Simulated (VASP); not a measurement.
NaCl, 2 atoms in the cell. Symmetry: Pm-3m, No. 221, cubic system. Conventional cell: a = 3.494 Å, b = 3.494 Å, c = 3.494 Å, α = 90.00°, β = 90.00°, γ = 90.00°. Within 4.0 Å of Na (site symmetry m-3m) lie 8 Cl at 3.03 Å and 6 Na at 3.49 Å. Within 4.0 Å of Cl (site symmetry m-3m) lie 8 Na at 3.03 Å and 6 Cl at 3.49 Å.  This cell differs from its parent crystal: volume changed by +3%.

| Quantity | Value |
| --- | --- |
| Program | VASP 6.6.1 |
| Task | single point |
| Functional | r2SCAN |
| Potentials or basis | VASP PAW PBE potentials, release 64 (Na_pv, Cl) |
| Cutoff | 520 eV |
| k mesh | 6 × 6 × 6 |
| Occupations | gaussian, width 0.01 eV |
| Spin | no spin polarisation |
| Dipole correction | no |
| Further INCAR settings | ALGO = Normal; EDIFF = 1e-06; NBANDS = 14 |

Potentials or basis: VASP PAW PBE potentials, release 64 (Na_pv, Cl).

The run is started by

```console
$ cat potpaw_PBE.64/Na_pv/POTCAR potpaw_PBE.64/Cl/POTCAR > POTCAR
$ cp INCAR.step1 INCAR
$ mpirun -np 1 vasp_std > vasp.out
$ cp INCAR.step2 INCAR
$ mpirun -np 1 vasp_std > vasp.out
```

Hardware: 1 thread of Intel(R) Xeon(R) 6975P-C (Granite Rapids) (shared host).

**Question.** How long does it take, and how much memory?

**Answer.** Run time: 17 s on 1 thread of Intel(R) Xeon(R) 6975P-C (Granite Rapids) (shared host), peak memory 0.15 GiB. Counts: k points 20.
